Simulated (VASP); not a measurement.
# MgI2 (P-3m1) in VASP: notebook

The runs below take MgI2 through single point, with PBEsol.

Everything below comes from runs of VASP 6.6.1. Logs are shortened: lines on timing, memory, paths and dates and some standing lists are left out, and cuts for length are marked.

## (1) The cell of the first run

It takes space group P-3m1 (No. 164, trigonal). Conventional cell: a = 4.024 Å, b = 4.024 Å, c = 7.312 Å, α = 90.00°, β = 90.00°, γ = 120.00°. Mg (site symmetry -3m) has 6 I at 2.92 Å within 3.8 Å. Within 3.8 Å of I (site symmetry 3m) lie 3 Mg at 2.92 Å.

## (2) Single point, PBEsol

INCAR

```
  PREC = Accurate
  ENCUT = 520
  EDIFF = 1E-7
  ISMEAR = 0
  SIGMA = 0.05
  LREAL = False
  LASPH = True
  NELM = 100
  ALGO = Normal
  ISIF = 2
  LWAVE = False
  LCHARG = False
  GGA = PS
  NBANDS = 15
```

KPOINTS

```
Automatic mesh
0
Gamma
  6 6 4
```

POSCAR

```
MgI2
1.0
    4.0238110365      0.0000000000      0.0000000000
   -2.0119055183      3.4847225777      0.0000000000
    0.0000000000      0.0000000000      7.3121625487
Mg I
1 2
Direct
    0.0000000000      0.0000000000      0.0000000000
    0.3333333333      0.6666666667      0.7576300000
    0.6666666667      0.3333333333      0.2423700000
```

Potentials or basis: VASP PAW PBE potentials, release 64 (Mg, I).

Command:

```console
> cat potpaw_PBE.64/Mg/POTCAR potpaw_PBE.64/I/POTCAR > POTCAR
> mpirun -np 1 vasp_std > vasp.out
```

OUTCAR:

```text
PREC = Accurate
   ENCUT = 520
   EDIFF = 1E-7
   ISMEAR = 0
   LREAL = False
   LASPH = True
   NELM = 100
   ISIF = 2
   GGA = PS

 ion  position               nearest neighbor table
   1  0.000  0.000  0.000-   2 2.92   3 2.92   3 2.92   2 2.92   3 2.92   2 2.92
   2  0.333  0.667  0.758-   1 2.92   1 2.92   1 2.92
   3  0.667  0.333  0.242-   1 2.92   1 2.92   1 2.92

  LATTYP: Found a hexagonal cell.
 ALAT       =     4.0238110365
 C/A-ratio  =     1.8172231455

  Lattice vectors:

 A1 = (   4.0238110365,   0.0000000000,   0.0000000000)
 A2 = (  -2.0119055183,   3.4847225777,   0.0000000000)
 A3 = (   0.0000000000,   0.0000000000,   7.3121625487)

Analysis of symmetry for initial positions (statically):
=====================================================================
 Subroutine PRICEL returns:
 Original cell was already a primitive cell.

 Routine SETGRP: Setting up the symmetry group for a
 hexagonal supercell.

 Subroutine GETGRP returns: Found 12 space group operations
 (whereof 12 operations were pure point group operations)
 out of a pool of 24 trial point group operations.

The static configuration has the point symmetry D_3d.

Analysis of symmetry for dynamics (positions and initial velocities):
=====================================================================
 Subroutine PRICEL returns:
 Original cell was already a primitive cell.

 Routine SETGRP: Setting up the symmetry group for a
 hexagonal supercell.

 Subroutine GETGRP returns: Found 12 space group operations
 (whereof 12 operations were pure point group operations)
 out of a pool of 24 trial point group operations.

The dynamic configuration has the point symmetry D_3d.

 Subroutine INISYM returns: Found 12 space group operations
 (whereof 12 operations are pure point group operations),
 and found     1 'primitive' translations

----------------------------------------------------------------------------------------

                                     Primitive cell

  volume of cell :     102.5302

  direct lattice vectors                    reciprocal lattice vectors
     4.023811036  0.000000000  0.000000000     0.248520617  0.143483445  0.000000000
    -2.011905518  3.484722578  0.000000000     0.000000000  0.286966890  0.000000000
     0.000000000  0.000000000  7.312162549     0.000000000  0.000000000  0.136758448

  length of vectors
     4.023811036  4.023811037  7.312162549     0.286966890  0.286966890  0.136758448

  position of ions in fractional coordinates (direct lattice)
     0.000000000  0.000000000  0.000000000
     0.333333333  0.666666667  0.757630000
     0.666666667  0.333333333  0.242370000

  ion indices of the primitive-cell ions
   primitive index   ion index
                 1           1
                 2           2
                 3           3

----------------------------------------------------------------------------------------

 KPOINTS: Automatic mesh

Automatic generation of k-mesh.
 Grid dimensions read from file:
 generate k-points for:    6    6    4

 Generating k-lattice:

  Cartesian coordinates                     Fractional coordinates (reciprocal lattice)
     0.041420103  0.023913907  0.000000000     0.166666667  0.000000000  0.000000000
     0.000000000  0.047827815  0.000000000     0.000000000  0.166666667  0.000000000
     0.000000000  0.000000000  0.034189612     0.000000000  0.000000000  0.250000000

  Length of vectors
     0.047827815  0.047827815  0.034189612

  Shift w.r.t. Gamma in fractional coordinates (k-lattice)
     0.000000000  0.000000000  0.000000000

 Subroutine IBZKPT returns following result:
 ===========================================

 Found     24 irreducible k-points:

 Following reciprocal coordinates:
            Coordinates               Weight
  0.000000  0.000000  0.000000      1.000000
  0.166667 -0.000000  0.000000      6.000000
  0.333333  0.000000  0.000000      6.000000
  0.500000 -0.000000  0.000000      3.000000
  0.166667  0.166667  0.000000      6.000000
  0.333333  0.166667  0.000000     12.000000
[... 16 lines left out ...]
  0.333333  0.166667  0.500000     12.000000
  0.333333  0.333333  0.500000      2.000000
   k-points           NKPTS =     24   k-points in BZ     NKDIM =     24   number of bands    NBANDS=     15
   number of dos      NEDOS =    301   number of ions     NIONS =      3
   total plane-waves  NPLWV =  48600
   dimension x,y,z NGX =    30 NGY =   30 NGZ =   54
   dimension x,y,z NGXF=    60 NGYF=   60 NGZF=  108
   ions per type =               1   2
   NGX,Y,Z   is equivalent  to a cutoff of  12.39, 12.39, 12.28 a.u.
   NGXF,Y,Z  is equivalent  to a cutoff of  24.79, 24.79, 24.55 a.u.
 SYSTEM =  unknown system
   PREC   = accura    normal or accurate (medium, high low for compatibility)
   ISTART =      0    job   : 0-new  1-cont  2-samecut
   ICHARG =      2    charge: 1-file 2-atom 10-const
   ISPIN  =      1    spin polarized calculation?
   LNONCOLLINEAR =      F non collinear calculations
   LSORBIT =      F    spin-orbit coupling
   LASPH  =      T    aspherical Exc in radial PAW
   ENCUT  =  520.0 eV  38.22 Ry    6.18 a.u.   7.48  7.48 13.60*2*pi/ulx,y,z
   NELM   =    100;   NELMIN=  2; NELMDL= -5     # of ELM steps
   EDIFF  = 0.1E-06   stopping-criterion for ELM
   LREAL  =      F    real-space projection
   EDIFFG = 0.1E-05   stopping-criterion for IOM
   NSW    =      0    number of steps for IOM
   IBRION =     -1    ionic relax: 0-MD 1-quasi-New 2-CG
   NFREE  =      0    steps in history (QN), initial steepest desc. (CG)
   ISIF   =      2    stress and relaxation
   ISYM   =      2    0-nonsym 1-usesym 2-fastsym
   POTIM  = 0.5000    time-step for ionic-motion
   TEBEG  =    0.0;   TEEND  =   0.0 temperature during run
   PSTRESS=    0.0 pullay stress
   NELECT =      16.0000    total number of electrons
   NUPDOWN=      -1.0000    fix difference up-down
   EMIN   =  10.00;   EMAX   =-10.00  energy-range for DOS
   EFERMI =   0.00;   METHOD = LEGACY
   ISMEAR =     0;   SIGMA  =   0.05  broadening in eV -4-tet -1-fermi 0-gaus
   EFERMI_NEDOS =   21; number of points for ismear=-14 and -15
   IALGO  =     38    algorithm
   IMIX   =      4    mixing-type and parameters
     AMIX     =   0.40;   BMIX     =  1.00
     AMIX_MAG =   1.60;   BMIX_MAG =  1.00
  volume/ion in A,a.u.               =      34.18       230.64
  Fermi-wavevector in a.u.,A,eV,Ry     =   0.881382  1.665571 10.569477  0.776835
  Thomas-Fermi vector in A             =   2.001871
   LORBIT       =      0    0 simple, 1 ext, 2 COOP (PROOUT), +10 PAW based schemes
   GGA     = PS    functional components
   LHFCALC =     F    Hartree Fock is set to
   AEXX    =    0.0000 exact exchange contribution
   IVDW    =     0    specifies the selected vdW correction
   LEPSILON=     F    determine dielectric tensor
   LRPA    =     F    only Hartree local field effects (RPA)
 non-spin polarized calculation
 Gauss-broadening in eV      SIGMA  =   0.05
  energy-cutoff  :      520.00
  volume of cell :      102.53
 maximum number of plane-waves:      2785
 NGX is ok and might be reduce to    30

 number of electron      15.9999999 magnetization

 Free energy of the ion-electron system (eV)
  ---------------------------------------------------
  ext. energy  EPLUGINS =         0.00000000
  ---------------------------------------------------
  free energy    TOTEN  =        -8.37465013 eV

  energy without entropy =       -8.37465013  energy(sigma->0) =       -8.37465013

 E-fermi :   2.6609     XC(G=0):  -8.3566

 val. band max:        2.4058535500   @ k =   0.0000   0.0000   0.0000
 cond. band min:       5.6505394273   @ k =   0.5000  -0.0000   0.5000
 fundamental gap:      3.2446858773
 Fermi energy:         2.6608977866

 k-point     1 :       0.0000    0.0000    0.0000
  band No.  band energies     occupation
      1      -9.9160      2.00000
      2      -9.3513      2.00000
      3      -1.4926      2.00000
      4       1.7733      2.00000
      5       2.1160      2.00000
      6       2.1160      2.00000
      7       2.4059      2.00000
      8       2.4059      2.00000
      9       5.8777      0.00000
     10       7.2606      0.00000
     11       9.1173      0.00000
     12       9.2622      0.00000
     13       9.2622      0.00000
     14      10.5445      0.00000
     15      10.5445      0.00000

 k-point     2 :       0.1667   -0.0000    0.0000
  band No.  band energies     occupation
      1      -9.7557      2.00000
      2      -9.2443      2.00000
      3      -1.2748      2.00000
      4       0.9650      2.00000
      5       1.3716      2.00000
      6       1.7585      2.00000
      7       1.7896      2.00000
      8       2.2818      2.00000
      9       6.7315      0.00000
     10       7.7545      0.00000
     11       8.5885      0.00000
     12       9.2689      0.00000
     13       9.5848      0.00000
     14      10.3318      0.00000
     15      10.7576      0.00000

 k-point     3 :       0.3333    0.0000    0.0000
  band No.  band energies     occupation
      1      -9.3763      2.00000
      2      -9.0315      2.00000
      3      -1.0111      2.00000
      4      -0.4442      2.00000
      5       0.1359      2.00000
      6       1.3132      2.00000
      7       1.5552      2.00000
      8       1.9756      2.00000
      9       6.3669      0.00000
     10       7.4860      0.00000
     11       7.8359      0.00000
     12       9.2218      0.00000
     13       9.4461      0.00000
     14      10.4362      0.00000
     15      11.6542      0.00000
[... 343 lines left out ...]
 k-point    23 :       0.3333    0.1667    0.5000
  band No.  band energies     occupation
      1      -9.0909      2.00000
      2      -8.9903      2.00000
      3      -1.2333      2.00000
      4      -0.7901      2.00000
      5       0.3905      2.00000
      6       0.6305      2.00000
      7       1.3094      2.00000
      8       1.4568      2.00000
      9       6.3474      0.00000
     10       7.4079      0.00000
     11       8.1680      0.00000
     12       9.1379      0.00000
     13       9.2665      0.00000
     14      10.2720      0.00000
     15      11.8405      0.00000

 k-point    24 :       0.3333    0.3333    0.5000
  band No.  band energies     occupation
      1      -8.9532      2.00000
      2      -8.9532      2.00000
      3      -0.9352      2.00000
      4      -0.5154      2.00000
      5      -0.5154      2.00000
      6      -0.1118      2.00000
      7       1.4192      2.00000
      8       1.4192      2.00000
      9       6.7252      0.00000
     10       7.5484      0.00000
     11       7.5484      0.00000
     12       9.1499      0.00000
     13      10.9850      0.00000
     14      11.1808      0.00000
     15      11.3552      0.00000

------------------------ aborting loop because EDIFF is reached ----------------------------------------

  FORCE on cell =-STRESS in cart. coord.  units (eV):
  Direction    XX          YY          ZZ          XY          YZ          ZX
  --------------------------------------------------------------------------------------
  -------------------------------------------------------------------------------------
  Total        0.5401390      0.5401390     -1.1967032     -0.0000000      0.0000000     -0.0000000
  in kB        8.4404281      8.4404281    -18.7001636     -0.0000000      0.0000000     -0.0000000
  external PRESSURE =      -0.6064358 kB  Pullay stress =       0.0000000 kB

 VOLUME and BASIS-vectors are now :
 -----------------------------------------------------------------------------
  energy-cutoff  :      520.00
  volume of cell :      102.53
      direct lattice vectors                 reciprocal lattice vectors
     4.023811036  0.000000000  0.000000000     0.248520617  0.143483445  0.000000000
    -2.011905518  3.484722578  0.000000000     0.000000000  0.286966890  0.000000000
     0.000000000  0.000000000  7.312162549     0.000000000  0.000000000  0.136758448

 POSITION                                       TOTAL-FORCE (eV/Angst)
 -----------------------------------------------------------------------------------
      0.00000      0.00000      0.00000        -0.000000      0.000000      0.000000
     -0.00000      2.32315      5.53991        -0.000000     -0.000000      0.319050
      2.01191      1.16157      1.77225         0.000000      0.000000     -0.319050
 -----------------------------------------------------------------------------------
    total drift:                                0.000000     -0.000000     -0.000000

  FREE ENERGIE OF THE ION-ELECTRON SYSTEM (eV)
  ---------------------------------------------------
  free  energy   TOTEN  =        -8.3746501299 eV

  energy  without entropy=       -8.3746501299  energy(sigma->0) =       -8.37465013
```

It took 60 s on 1 thread of Intel Xeon Platinum 8259CL at 2.50GHz (Skylake/Cascade Lake), shared host; peak memory 0.22 GiB.

Results:

```
Free energy            : -8.3747 eV
Pressure               : -0.1 GPa
Largest force          : 0.319 eV/Å
Band gap on the k mesh : 3.24 eV, indirect (least direct gap 3.47 eV)
```

Forces in eV/Å, atoms in the order of the input:
```
Mg   0.000  0.000  0.000
I    0.000  0.000  0.319
I    0.000  0.000 -0.319
```

Caveat: the PAW data sets were made with another functional, which shifts forces and pressure a little; spin-orbit coupling is left out, which moves the levels of the heavy elements; this functional lacks dispersion, which binds the layers, so the pressure and a relaxed spacing across them are unreliable.

## (3) Single point, PBEsol

This run uses another cell than the first one, of the same volume but with other edges.

INCAR

```
SYSTEM = MgI2
PREC = Accurate
ENCUT = 520
EDIFF = 1E-7
ISMEAR = 0
SIGMA = 0.05
LREAL = .FALSE.
LASPH = .TRUE.
NELM = 80
ALGO = Normal
ISIF = 2
LWAVE = .FALSE.
LCHARG = .TRUE.
GGA = PS
LELF = .TRUE.
LVHAR = .TRUE.
NBANDS = 15
```

KPOINTS

```
regular mesh
0
G
  6 6 4
  0 0 0
```

POSCAR

```
MgI2
1.0
    4.2106071945      0.0000000000      0.0000000000
   -2.1053035973      3.6464927958      0.0000000000
    0.0000000000      0.0000000000      6.6777712150
Mg I
1 2
Direct
    0.0000000000      0.0000000000      0.0000000000
    0.3333333333      0.6666666667      0.7576300000
    0.6666666667      0.3333333333      0.2423700000
```

Potentials or basis: VASP PAW PBE potentials, release 64 (Mg, I).

Command:

```console
> cat potpaw_PBE.64/Mg/POTCAR potpaw_PBE.64/I/POTCAR > POTCAR
> mpirun -np 1 vasp_std > vasp.out
```

It took 68 s on 1 thread of Intel Xeon Platinum 8259CL at 2.50GHz (Skylake/Cascade Lake), shared host; peak memory 0.22 GiB.

It converged, with:

```yaml
Free_energy: -8.4030 eV
Pressure: -0.2 GPa
Largest_force: 0.058 eV/Å
Band_gap_on_the_k_mesh: 3.25 eV, indirect (least direct gap 3.30 eV)
```

Forces on the atoms (eV/Å):
```
Mg   0.000  0.000  0.000
I    0.000  0.000 -0.058
I    0.000  0.000  0.058
```

Stress tensor (GPa, compression positive):
```
-0.73  0.00  0.00
 0.00 -0.73  0.00
 0.00  0.00  0.75
```

Levels at points of the mesh, in eV from the valence-band top:
| k point | band 5 | band 6 | band 7 | band 8 | band 9 | band 10 | band 11 | band 12 |
| --- | --- | --- | --- | --- | --- | --- | --- | --- |
| (0.00, 0.00, 0.00) | -0.80 | -0.36 | -0.36 | 0.00 | 3.30 | 4.30 | 6.29 | 6.29 |
| (0.50, 0.00, 0.00) | -2.05 | -1.72 | -1.07 | -0.66 | 3.33 | 5.04 | 5.33 | 6.64 |
| (0.00, 0.00, 0.50) | -0.68 | -0.68 | -0.49 | -0.49 | 4.25 | 4.43 | 6.07 | 6.07 |
| (0.50, 0.00, 0.50) | -1.52 | -1.21 | -0.95 | -0.93 | 3.31 | 4.95 | 5.56 | 5.92 |

Caveat: the PAW data sets were made with another functional, which shifts forces and pressure a little; spin-orbit coupling is left out, which moves the levels of the heavy elements; this functional lacks dispersion, which binds the layers, so the pressure and a relaxed spacing across them are unreliable. A k mesh can miss the band edges.
